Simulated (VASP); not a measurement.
# Hf3N4 (I-43d) in VASP: electric field gradients with PBE

Aim: the electric field gradients of Hf3N4 with PBE.

Everything below comes from runs of VASP 6.6.1. Logs are shortened: lines on timing, memory, paths and dates and some standing lists are left out, and cuts for length are marked.

### 1 The cell of the first run

Symmetry: I-43d, No. 220, cubic system. The conventional cell has a = 6.701 Å, b = 6.701 Å, c = 6.701 Å, α = 90.00°, β = 90.00°, γ = 90.00°. Hf (site symmetry -4) has 8 N at 2.18 to 2.47 Å within 2.9 Å. N (site symmetry 3) has 6 Hf at 2.18 to 2.47 Å and 5 N at 2.64 to 2.90 Å within 3.0 Å.

### 2 Electric field gradients, PBE, collinear spin, zero start

Contents of INCAR:

```
PREC = Accurate
ENCUT = 520
EDIFF = 1E-8
ISMEAR = -1
SIGMA = 0.02
LREAL = F
LASPH = T
NELM = 200
ALGO = Normal
ISIF = 2
LWAVE = F
LCHARG = F
ISPIN = 2
MAGMOM = 0 0 0 0 0 0 0 0 0 0 0 0 0 0
LORBIT = 11
LMAXMIX = 4
GGA = PE
LEFG = T
NBANDS = 67
GGA_COMPAT = F
```

Contents of KPOINTS:

```
regular mesh
0
Gamma
  8 8 8
```

Contents of POSCAR:

```
Hf3N4
1.0
   -3.3505000000      3.3505000000      3.3505000000
    3.3505000000     -3.3505000000      3.3505000000
    3.3505000000      3.3505000000     -3.3505000000
Hf N
6 8
Direct
    0.2500000000      0.6250000000      0.3750000000
    0.3750000000      0.2500000000      0.6250000000
    0.7500000000      0.8750000000      0.1250000000
    0.1250000000      0.7500000000      0.8750000000
    0.6250000000      0.3750000000      0.2500000000
    0.8750000000      0.1250000000      0.7500000000
    0.1260000000      0.1260000000      0.1260000000
    0.8740000000      0.5000000000      0.0000000000
    0.5000000000      0.0000000000      0.3740000000
    0.0000000000      0.8740000000      0.5000000000
    0.3740000000      0.5000000000      0.0000000000
    0.6260000000      0.6260000000      0.6260000000
    0.0000000000      0.3740000000      0.5000000000
    0.5000000000      0.0000000000      0.8740000000
```

Potentials or basis: VASP PAW PBE potentials, release 64 (Hf_pv, N).

The run is started by

```bash
$ cat potpaw_PBE.64/Hf_pv/POTCAR potpaw_PBE.64/N/POTCAR > POTCAR
$ mpirun -np 1 vasp_std > vasp.out
```

OUTCAR:

```text
PREC = Accurate
   ENCUT = 520
   EDIFF = 1E-8
   ISMEAR = -1
   LREAL = F
   LASPH = T
   NELM = 200
   ISIF = 2
   ISPIN = 2
   LORBIT = 11
   GGA = PE

 ion  position               nearest neighbor table
   1  0.250  0.625  0.375-   8 2.18   9 2.18  12 2.18  13 2.18  11 2.47   7 2.47  10 2.47  14 2.47
                             5 3.13   2 3.13   4 3.13   5 3.13   4 3.13   6 3.13   2 3.13   6 3.13
   2  0.375  0.250  0.625-   9 2.18  10 2.18  11 2.18  12 2.18   8 2.47  13 2.47   7 2.47  14 2.47
                             5 3.13   6 3.13   3 3.13   5 3.13   1 3.13   1 3.13   6 3.13   3 3.13
   3  0.750  0.875  0.125-   7 2.18  10 2.18  11 2.18  14 2.18  13 2.47   8 2.47   9 2.47  12 2.47
                             5 3.13   6 3.13   2 3.13   6 3.13   4 3.13   5 3.13   2 3.13   4 3.13
   4  0.125  0.750  0.875-   7 2.18   8 2.18  13 2.18  14 2.18  11 2.47  12 2.47   9 2.47  10 2.47
                             6 3.13   1 3.13   3 3.13   6 3.13   1 3.13   3 3.13   5 3.13   5 3.13
   5  0.625  0.375  0.250-  11 2.18  12 2.18  13 2.18  14 2.18   7 2.47   8 2.47   9 2.47  10 2.47
                             1 3.13   4 3.13   1 3.13   2 3.13   3 3.13   2 3.13   3 3.13   4 3.13
   6  0.875  0.125  0.750-   7 2.18   8 2.18   9 2.18  10 2.18  11 2.47  12 2.47  13 2.47  14 2.47
                             4 3.13   1 3.13   2 3.13   3 3.13   4 3.13   3 3.13   2 3.13   1 3.13
   7  0.126  0.126  0.126-   3 2.18   4 2.18   6 2.18   2 2.47   5 2.47   1 2.47
   8  0.874  0.500  0.000-   1 2.18   4 2.18   6 2.18   2 2.47   3 2.47   5 2.47
   9  0.500  0.000  0.374-   1 2.18   2 2.18   6 2.18   4 2.47   5 2.47   3 2.47
  10  0.000  0.874  0.500-   2 2.18   3 2.18   6 2.18   4 2.47   5 2.47   1 2.47
  11  0.374  0.500  0.000-   2 2.18   3 2.18   5 2.18   4 2.47   1 2.47   6 2.47
  12  0.626  0.626  0.626-   1 2.18   2 2.18   5 2.18   4 2.47   3 2.47   6 2.47
  13  0.000  0.374  0.500-   1 2.18   4 2.18   5 2.18   2 2.47   3 2.47   6 2.47
  14  0.500  0.000  0.874-   3 2.18   4 2.18   5 2.18   2 2.47   1 2.47   6 2.47

  LATTYP: Found a body centered cubic cell.
 ALAT       =     6.7010000000

  Lattice vectors:

 A1 = (  -3.3505000000,   3.3505000000,   3.3505000000)
 A2 = (   3.3505000000,  -3.3505000000,   3.3505000000)
 A3 = (   3.3505000000,   3.3505000000,  -3.3505000000)

Analysis of symmetry for initial positions (statically):
=====================================================================
 Subroutine PRICEL returns:
 Original cell was already a primitive cell.

 Routine SETGRP: Setting up the symmetry group for a
 body centered cubic supercell.

 Subroutine GETGRP returns: Found 24 space group operations
 (whereof  3 operations were pure point group operations)
 out of a pool of 48 trial point group operations.

The static configuration has the point symmetry C_3 .
 The point group associated with its full space group is T_d .

Analysis of symmetry for dynamics (positions and initial velocities):
=====================================================================
 Subroutine PRICEL returns:
 Original cell was already a primitive cell.

[... 3389 lines left out ...]
   6    -144.903  -144.903   289.807     0.000     0.000     0.000
   7       0.000     0.000    -0.000     5.074     5.074     5.074
   8       0.000    -0.000    -0.000    -5.072    -5.072     5.074
   9      -0.000    -0.000     0.000     5.074    -5.072    -5.072
  10      -0.000     0.000    -0.000    -5.072     5.074    -5.072
  11       0.000    -0.000    -0.000    -5.072    -5.072     5.074
  12      -0.000     0.000    -0.000     5.074     5.074     5.074
  13      -0.000     0.000    -0.000    -5.072     5.074    -5.072
  14      -0.000    -0.000     0.000     5.074    -5.072    -5.072
---------------------------------------------------------------------

 Electric field gradients after diagonalization (V/A^2)
 (convention: |V_zz| > |V_xx| > |V_yy|)
----------------------------------------------------------------------
 ion       V_xx      V_yy      V_zz     asymmetry (V_yy - V_xx)/ V_zz
----------------------------------------------------------------------
   1    -144.904  -144.903   289.807       0.000
   2    -144.904  -144.903   289.807       0.000
   3    -144.904  -144.903   289.807       0.000
   4    -144.904  -144.903   289.807       0.000
   5    -144.904  -144.903   289.807       0.000
   6    -144.904  -144.903   289.807       0.000
   7      -5.074    -5.074    10.149       0.000
   8      -5.074    -5.071    10.145       0.000
   9      -5.074    -5.071    10.145       0.000
  10      -5.074    -5.071    10.145       0.000
  11      -5.074    -5.071    10.145       0.000
  12      -5.074    -5.074    10.149       0.000
  13      -5.074    -5.071    10.145       0.000
  14      -5.074    -5.071    10.145       0.000
----------------------------------------------------------------------

           NMR quadrupolar parameters

 Cq : quadrupolar parameter    Cq=e*Q*V_zz/h
 eta: asymmetry parameters     (V_yy - V_xx)/ V_zz
 Q  : nuclear electric quadrupole moment in mb (millibarn)
----------------------------------------------------------------------
 ion       Cq(MHz)       eta       Q (mb)
----------------------------------------------------------------------
   1       0.701       0.000       1.000
   2       0.701       0.000       1.000
   3       0.701       0.000       1.000
   4       0.701       0.000       1.000
   5       0.701       0.000       1.000
   6       0.701       0.000       1.000
   7       0.025       0.000       1.000
   8       0.025       0.000       1.000
   9       0.025       0.000       1.000
  10       0.025       0.000       1.000
  11       0.025       0.000       1.000
  12       0.025       0.000       1.000
  13       0.025       0.000       1.000
  14       0.025       0.000       1.000
----------------------------------------------------------------------

 total charge

# of ion       s       p       d       tot
------------------------------------------
    1        0.314   6.624   1.618   8.556
    2        0.314   6.624   1.618   8.556
    3        0.314   6.624   1.618   8.556
    4        0.314   6.624   1.618   8.556
    5        0.314   6.624   1.618   8.556
    6        0.314   6.624   1.618   8.556
    7        1.245   2.508   0.000   3.753
    8        1.245   2.508   0.000   3.753
    9        1.245   2.508   0.000   3.753
   10        1.245   2.508   0.000   3.753
   11        1.245   2.508   0.000   3.753
   12        1.245   2.508   0.000   3.753
   13        1.245   2.508   0.000   3.753
   14        1.245   2.508   0.000   3.753
--------------------------------------------------
tot         11.846  59.807   9.707  81.361

 magnetization (x)

# of ion       s       p       d       tot
------------------------------------------
    1        0.000   0.000   0.000   0.000
    2        0.000   0.000   0.000   0.000
    3        0.000   0.000   0.000   0.000
    4        0.000   0.000   0.000   0.000
    5        0.000   0.000   0.000   0.000
    6        0.000   0.000   0.000   0.000
    7        0.000  -0.000   0.000  -0.000
    8        0.000  -0.000   0.000  -0.000
    9        0.000  -0.000   0.000  -0.000
   10        0.000  -0.000   0.000  -0.000
   11        0.000  -0.000   0.000  -0.000
   12        0.000  -0.000   0.000  -0.000
   13        0.000  -0.000   0.000  -0.000
   14        0.000  -0.000   0.000  -0.000
--------------------------------------------------
tot          0.000  -0.000   0.000   0.000
```

OSZICAR:

```text
N       E                     dE             d eps       ncg     rms          rms(c)
DAV:   1     0.546459852774E+03    0.54646E+03   -0.54842E+04  7772   0.150E+03
DAV:   2    -0.135206774848E+03   -0.68167E+03   -0.64887E+03  9466   0.397E+02
DAV:   3    -0.174819264229E+03   -0.39612E+02   -0.39277E+02  9512   0.800E+01
DAV:   4    -0.175380079640E+03   -0.56082E+00   -0.55914E+00  9552   0.102E+01
DAV:   5    -0.175389216687E+03   -0.91370E-02   -0.91269E-02  9471   0.112E+00    0.133E+02
DAV:   6    -0.149089683868E+03    0.26300E+02   -0.13366E+02  8726   0.356E+01    0.105E+02
DAV:   7    -0.148698342429E+03    0.39134E+00   -0.94347E+00  9088   0.113E+01    0.631E+01
DAV:   8    -0.148639704494E+03    0.58638E-01   -0.67957E-01  9021   0.378E+00    0.201E+01
DAV:   9    -0.148571141828E+03    0.68563E-01   -0.33800E-01  9736   0.206E+00    0.725E+00
DAV:  10    -0.148566934427E+03    0.42074E-02   -0.18152E-02  9192   0.558E-01    0.117E+00
DAV:  11    -0.148567060601E+03   -0.12617E-03   -0.17180E-03  9640   0.167E-01    0.722E-02
DAV:  12    -0.148567046413E+03    0.14188E-04   -0.44745E-05  9254   0.303E-02    0.135E-01
DAV:  13    -0.148567047391E+03   -0.97823E-06   -0.76146E-06  9656   0.136E-02    0.167E-02
DAV:  14    -0.148567047268E+03    0.12319E-06   -0.13364E-06  9742   0.411E-03    0.270E-03
DAV:  15    -0.148567047233E+03    0.34834E-07   -0.69191E-08  9368   0.113E-03    0.347E-03
DAV:  16    -0.148567047143E+03    0.90009E-07   -0.17539E-08  5821   0.594E-04    0.180E-03
DAV:  17    -0.148567047122E+03    0.21400E-07   -0.31162E-09  5782   0.248E-04    0.492E-04
DAV:  18    -0.148567047120E+03    0.19318E-08   -0.38371E-10  5709   0.878E-05
   1 F= -.14856705E+03 E0= -.14856705E+03  d E =-.663589E-12  mag=     0.0000
```

It took 27 min on 1 thread of Intel Xeon 8259CL, shared host; peak memory 0.66 GiB.

Results:

```
Free energy                                           : -148.5670 eV
Pressure                                              : 3.8 GPa
Largest force                                         : 0.267 eV/Å
Band gap on the k mesh                                : 1.01 eV
Net moment                                            : 0.00 μB per cell
Largest electric field gradient by atom               : Hf +289.8; N +10.1 V/Å²
Valence electrons inside the program's atomic spheres : Hf 8.56; N 3.75
```

Forces on the atoms (eV/Å):
```
Hf   0.000  0.000  0.000
Hf   0.000  0.000  0.000
Hf   0.000  0.000  0.000
Hf   0.000  0.000  0.000
Hf   0.000  0.000  0.000
Hf   0.000  0.000  0.000
N    0.154  0.154  0.154
N    0.154 -0.154 -0.154
N   -0.154 -0.154  0.154
N   -0.154  0.154 -0.154
N    0.154 -0.154 -0.154
N    0.154  0.154  0.154
N   -0.154  0.154 -0.154
N   -0.154 -0.154  0.154
```

Levels at points of the mesh, in eV from the valence-band top:
Spin up:
```tsv
k point	band 46	band 47	band 48	band 49	band 50	band 51	band 52	band 53	band 54	band 55
(0.00, 0.00, 0.00)	-1.33	-1.33	0.00	0.00	0.00	1.01	1.01	1.89	1.89	1.89
(0.50, 0.00, 0.00)	-2.06	-1.57	-1.57	-0.89	-0.89	2.63	2.63	2.69	2.69	3.58
(0.50, 0.50, 0.50)	-1.79	-0.59	-0.59	-0.59	-0.59	3.82	3.82	3.82	3.82	3.82
```
Spin down:
```tsv
k point	band 48	band 49	band 50	band 51	band 52	band 53
(0.00, 0.00, 0.00)	0.00	0.00	0.00	1.01	1.01	1.89
(0.50, 0.00, 0.00)	-1.57	-0.89	-0.89	2.63	2.63	2.69
(0.50, 0.50, 0.50)	-0.59	-0.59	-0.59	3.82	3.82	3.82
```

Electric field gradients, principal values (V/Å²):
```csv
atom,least,middle,greatest (by size)
1 Hf,-144.903,-144.904,289.807
2 Hf,-144.903,-144.904,289.807
3 Hf,-144.903,-144.904,289.807
4 Hf,-144.903,-144.904,289.807
5 Hf,-144.903,-144.904,289.807
6 Hf,-144.903,-144.904,289.807
7 N,-5.074,-5.074,10.149
8 N,-5.071,-5.074,10.145
9 N,-5.071,-5.074,10.145
10 N,-5.071,-5.074,10.145
11 N,-5.071,-5.074,10.145
12 N,-5.074,-5.074,10.149
13 N,-5.071,-5.074,10.145
14 N,-5.071,-5.074,10.145
```

Caveat: the cell stands under pressure; without QUAD_EFG the Cq values of the log hold for a quadrupole moment of 1 mb, not for the nuclei; spin-orbit coupling is left out, which moves the levels of the heavy elements. As with any semilocal functional, this PBE gap is likely too small.
